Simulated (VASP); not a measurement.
# Pt in VASP: a series of runs, part 2 of 2

VASP 6.6.1. Earlier steps stand in the parts before.

### 3 Single point, RPBE+D3(BJ)

This run uses another cell than the first one, of 13.53 Å³/atom, 0.880 times its volume.

File INCAR:

```
ALGO     = Normal         # electronic algorithm
EDIFF    = 1E-6           # SCF threshold, eV
ENCUT    = 520            # plane-wave cutoff, eV
GGA      = RP             # functional
ISIF     = 2              # what is computed and relaxed
ISMEAR   = -1             # smearing method
IVDW     = 12             # dispersion correction
LASPH    = T              # aspherical terms in the spheres
LCHARG   = F              # write CHGCAR
LREAL    = F              # projectors in reciprocal space
LWAVE    = F              # write WAVECAR
NBANDS   = 11             # bands
NELM     = 80             # most SCF steps
PREC     = Accurate       # precision mode
SIGMA    = 0.05           # smearing width, eV
```

File KPOINTS:

```
k-points
0
Gamma
  12 12 12
```

File POSCAR:

```
Pt
1.0
    0.0000000000      1.8914813086      1.8914813086
    1.8914813086      0.0000000000      1.8914813086
    1.8914813086      1.8914813086      0.0000000000
Pt
1
Direct
    0.0000000000      0.0000000000      0.0000000000
```

Potentials or basis: VASP PAW PBE potentials, release 64 (Pt).

Launch:

```bash
$ cat potpaw_PBE.64/Pt/POTCAR > POTCAR
$ mpirun -np 1 vasp_std > vasp.out
```

OUTCAR:

```text
EDIFF = 1E-6
   ENCUT = 520
   GGA = RP
   ISIF = 2
   ISMEAR = -1
   IVDW = 12
   LASPH = T
   LREAL = F
   NELM = 80
   PREC = Accurate
 IVDW          = 12

 ion  position               nearest neighbor table
   1  0.000  0.000  0.000-

  LATTYP: Found a face centered cubic cell.
 ALAT       =     3.7829626172

  Lattice vectors:

 A1 = (   0.0000000000,   1.8914813086,   1.8914813086)
 A2 = (   1.8914813086,   0.0000000000,   1.8914813086)
 A3 = (   1.8914813086,   1.8914813086,   0.0000000000)

Analysis of symmetry for initial positions (statically):
=====================================================================
 Subroutine PRICEL returns:
 Original cell was already a primitive cell.

 Routine SETGRP: Setting up the symmetry group for a
 face centered cubic supercell.

 Subroutine GETGRP returns: Found 48 space group operations
 (whereof 48 operations were pure point group operations)
 out of a pool of 48 trial point group operations.

The static configuration has the point symmetry O_h .
[... 162 lines left out ...]
 fundamental gap:      0.0024558296
 Fermi energy:        13.5832170822

 k-point     1 :       0.0000    0.0000    0.0000
  band No.  band energies     occupation
      1       2.0893      2.00000
      2       9.0544      2.00000
      3       9.0544      2.00000
      4       9.0544      2.00000
      5      11.6195      2.00000
      6      11.6195      2.00000
      7      27.7755      0.00000
      8      33.3881      0.00000
      9      33.3881      0.00000
     10      33.3881      0.00000
     11      39.1369      0.00000
[... 309 lines left out ...]
 k-point    24 :      -0.4167    0.1667    0.0000
  band No.  band energies     occupation
      1       5.9567      2.00000
      2       8.2545      2.00000
      3       9.7584      2.00000
      4      10.0999      2.00000
      5      13.2106      1.99884
      6      16.8430      0.00000
      7      20.3896      0.00000
      8      28.7732      0.00000
      9      31.0915      0.00000
     10      33.1016      0.00000
     11      41.5990      0.00000

 [... further k-points ...]

------------------------ aborting loop because EDIFF is reached ----------------------------------------

 Edisp (eV)   -4.83912

 E8    (eV) :    -3.2788

  FORCE on cell =-STRESS in cart. coord.  units (eV):
  Direction    XX          YY          ZZ          XY          YZ          ZX
  --------------------------------------------------------------------------------------
  -------------------------------------------------------------------------------------
  Total      -0.06175    -0.06175    -0.06175     0.00000     0.00000    -0.00000
  in kB      -7.30950    -7.30950    -7.30950     0.00000     0.00000    -0.00000
  external pressure =       -7.31 kB  Pullay stress =        0.00 kB

 VOLUME and BASIS-vectors are now :
 -----------------------------------------------------------------------------
  energy-cutoff  :      520.00
  volume of cell :       13.53
      direct lattice vectors                 reciprocal lattice vectors
     0.000000000  1.891481309  1.891481309    -0.264343083  0.264343083  0.264343083
     1.891481309  0.000000000  1.891481309     0.264343083 -0.264343083  0.264343083
     1.891481309  1.891481309  0.000000000     0.264343083  0.264343083 -0.264343083

 POSITION                                       TOTAL-FORCE (eV/Angst)
 -----------------------------------------------------------------------------------
      0.00000      0.00000      0.00000         0.000000     -0.000000     -0.000000
 -----------------------------------------------------------------------------------
    total drift:                                0.000000     -0.000000     -0.000000

  FREE ENERGIE OF THE ION-ELECTRON SYSTEM (eV)
  ---------------------------------------------------
  free  energy   TOTEN  =        -9.9512752976 eV

  energy  without entropy=       -9.9371457487  energy(sigma->0) =       -9.94421052
```

stdout:

```text
POSCAR found type information on POSCAR Pt
 POSCAR found :  1 types and       1 ions
 scaLAPACK will be used
 -----------------------------------------------------------------------------
|                                                                             |
|                                                                             |
|     You enforced a specific xc type in the INCAR file but a different       |
|     I HOPE YOU KNOW WHAT YOU ARE DOING!                                     |
|                                                                             |
 -----------------------------------------------------------------------------

 LDA part: xc-table for (Slater+PW92), standard interpolation
 POSCAR, INCAR and KPOINTS ok, starting setup
 FFT: planning ... GRIDC
 FFT: planning ... GRID_SOFT
 FFT: planning ... GRID
 WAVECAR not read
 entering main loop
```

Wall time 5.5 s (1 thread of Intel Xeon Platinum 8488C (Sapphire Rapids), shared host); peak memory 0.14 GiB.

What came out:

```
Free energy                : -9.9513 eV
Pressure                   : -0.7 GPa
Band gap on the k mesh     : zero (band 5 reaches 14.19 eV, above the bottom of band 6 at 11.48 eV)
Dispersion energy per atom : -4.839 eV
```

Levels at points of the mesh, in eV from the Fermi level:
| k point | band 3 | band 4 | band 5 | band 6 | band 7 | band 8 |
| --- | --- | --- | --- | --- | --- | --- |
| (0.00, 0.00, 0.00) | -4.53 | -4.53 | -1.96 | -1.96 | 14.19 | 19.80 |
| (0.50, 0.00, 0.00) | -4.63 | -0.93 | 0.05 | 0.05 | 6.75 | 13.81 |
| (0.50, 0.50, 0.00) | 0.00 | 0.60 | 0.60 | 1.58 | 10.16 | 11.72 |

Caveat: the PAW data sets were made with another functional, which shifts forces and pressure a little; spin-orbit coupling is left out, which moves the levels of the heavy elements; pairwise dispersion overbinds metals, which lowers pressure and volume.

### 4 Single point, PBEsol+D3(BJ)

This run uses another cell than the first one, of 14.63 Å³/atom, 0.951 times its volume.

File INCAR:

```
  PREC = Accurate
  ENCUT = 520
  EDIFF = 1E-7
  ISMEAR = -1
  SIGMA = 0.05
  LREAL = False
  LASPH = True
  NELM = 80
  ALGO = Normal
  ISIF = 2
  LWAVE = False
  LCHARG = True
  GGA = PS
  IVDW = 12
  LELF = True
  LVHAR = True
  NBANDS = 11
```

File KPOINTS:

```
Automatic mesh
0
Gamma
  12 12 12
```

File POSCAR:

```
Pt
1.0
    0.0000000000      1.9414247924      1.9414247924
    1.9414247924      0.0000000000      1.9414247924
    1.9414247924      1.9414247924      0.0000000000
Pt
1
Direct
    0.0000000000      0.0000000000      0.0000000000
```

Launch:

```bash
$ cat potpaw_PBE.64/Pt/POTCAR > POTCAR
$ mpirun -np 1 vasp_std > vasp.out
```

Run time: 6.1 s. Hardware: 1 thread of Intel Xeon Platinum 8488C (Sapphire Rapids), shared host; peak memory 0.14 GiB.

It converged, with:

```
Free energy                : -7.7351 eV
Pressure                   : -0.4 GPa
Band gap on the k mesh     : zero (band 5 reaches 12.23 eV, above the bottom of band 6 at 9.87 eV)
Dispersion energy per atom : -0.772 eV
```

Levels at points of the mesh, in eV from the Fermi level:
| k point | band 2 | band 3 | band 4 | band 5 | band 6 | band 7 | band 8 | band 9 |
| --- | --- | --- | --- | --- | --- | --- | --- | --- |
| (0.00, 0.00, 0.00) | -4.01 | -4.01 | -4.01 | -1.72 | -1.72 | 14.51 | 19.64 | 19.64 |
| (0.50, 0.00, 0.00) | -4.08 | -4.08 | -0.70 | 0.04 | 0.04 | 6.02 | 14.07 | 19.12 |
| (0.50, 0.50, 0.00) | -6.99 | 0.01 | 0.51 | 0.51 | 1.62 | 9.14 | 11.40 | 11.40 |

Caveat: the PAW data sets were made with another functional, which shifts forces and pressure a little; spin-orbit coupling is left out, which moves the levels of the heavy elements; pairwise dispersion overbinds metals, which lowers pressure and volume.

### 5 Single point, PBEsol+D4

This run uses another cell than the first one, of 14.82 Å³/atom, 0.964 times its volume.

File INCAR:

```
  ALGO = Normal
  EDIFF = 1E-6
  ENCUT = 520
  GGA = PS
  ISIF = 2
  ISMEAR = -1
  IVDW = 13
  LASPH = T
  LCHARG = F
  LREAL = F
  LWAVE = F
  NBANDS = 11
  NELM = 60
  PREC = Accurate
  SIGMA = 0.05
```

File KPOINTS:

```
k-points
0
Gamma
  12 12 12
```

File POSCAR:

```
Pt
1.0
    0.0000000000      1.9497420777      1.9497420777
    1.9497420777      0.0000000000      1.9497420777
    1.9497420777      1.9497420777      0.0000000000
Pt
1
Direct
    0.0000000000      0.0000000000      0.0000000000
```

Launch:

```bash
$ cat potpaw_PBE.64/Pt/POTCAR > POTCAR
$ mpirun -np 1 vasp_std > vasp.out
```

It took 6.1 s on 1 thread of Intel Xeon Platinum 8488C (Sapphire Rapids), shared host; peak memory 0.14 GiB.

It converged, with:

- Free energy: -7.4284 eV
- Pressure: -0.4 GPa
- Band gap on the k mesh: zero (band 5 reaches 11.96 eV, above the bottom of band 6 at 9.66 eV)
- Dispersion energy per atom: -0.458 eV

Levels at points of the mesh, in eV from the Fermi level:
```
           k point  band 1  band 2  band 3  band 4  band 5  band 6  band 7  band 8  band 9  band 10
(0.00, 0.00, 0.00)  -10.52   -3.93   -3.93   -3.93   -1.69   -1.69   14.55   19.60   19.60    19.60
(0.50, 0.00, 0.00)   -7.58   -3.99   -3.99   -0.65    0.03    0.03    5.92   14.10   19.03    19.03
(0.50, 0.50, 0.00)   -7.32   -6.85    0.01    0.50    0.50    1.65    9.00   11.36   11.36    20.28
```

Caveat: the PAW data sets were made with another functional, which shifts forces and pressure a little; spin-orbit coupling is left out, which moves the levels of the heavy elements; pairwise dispersion overbinds metals, which lowers pressure and volume.

### 6 Overview

| level | cell | gap on the mesh (eV) | pressure (GPa) |
| --- | --- | --- | --- |
| PBE | a = 2.787, b = 2.787, c = 2.801 Å, angles 59.8, 59.8, 60.3°, 1 atom | none | 4.0 |
| RPBE+D3(BJ) | a = 2.675 Å, angles 60.0°, 1 atom | none | -0.7 |
| PBEsol+D3(BJ) | a = 2.746 Å, angles 60.0°, 1 atom | none | -0.4 |
| PBEsol+D4 | a = 2.757 Å, angles 60.0°, 1 atom | none | -0.4 |

Alike in all rows: task single point; potentials or basis VASP PAW PBE potentials, release 64 (Pt); no spin polarisation; k mesh 12 × 12 × 12; cutoff (eV) 520; smearing fermi-dirac 0.05 eV.

Caveats: spin-orbit coupling is left out, which moves the levels of the heavy elements; the PAW data sets were made with another functional, which shifts forces and pressure a little (some runs); pairwise dispersion overbinds metals, which lowers pressure and volume (some runs).

Absolute energies hang on the potentials; compare differences alone.
